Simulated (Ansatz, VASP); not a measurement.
## Two plane-wave programs on TaAs

```
Ta As
1.0
     6.23740    0.00000    0.00000
    -3.11870    5.40175    0.00000
     0.00000    0.00000    3.54985
Ta As
3 3
Direct
  0.00000 0.00000 0.00000
  0.33333 0.66667 0.50000
  0.66667 0.33333 0.50000
  0.50000 0.00000 0.00000
  0.50000 0.50000 0.00000
  0.00000 0.50000 0.00000
```

Alike in both runs: task relaxation of cell and atoms; functional r2SCAN; k mesh 6 × 6 × 10; occupations gaussian, width 0.1 eV; no spin polarisation.

```csv
,VASP,Ansatz
version,VASP 6.6.1,Ansatz 0.2.0
potentials or method,"VASP PAW PBE potentials, release 64 (Ta_pv, As), cutoff 600 eV","scalar-relativistic, plane waves, PAW"
valence electrons in the cell,48,84
```

|  | VASP | Ansatz | Ansatz less VASP |
| --- | --- | --- | --- |
| gap on the k mesh at the Fermi level, each at its own relaxed structure (eV) | none | none | - |
| relaxed volume (Å³/atom) | 20.03 | 20.00 | -0.029 |
| relaxed length of the cell vector where the two differ most in proportion (Å) | 3.535 | 3.526 | -0.0084 |

VASP's potentials were made for PBE, not for r2SCAN. A gap of «none» marks a metal or a gap that the smearing closes. VASP's potentials hold 48 valence electrons a cell and Ansatz's 84, so a difference there can come from the potentials and not from the codes.

Neither program's run includes spin-orbit coupling.
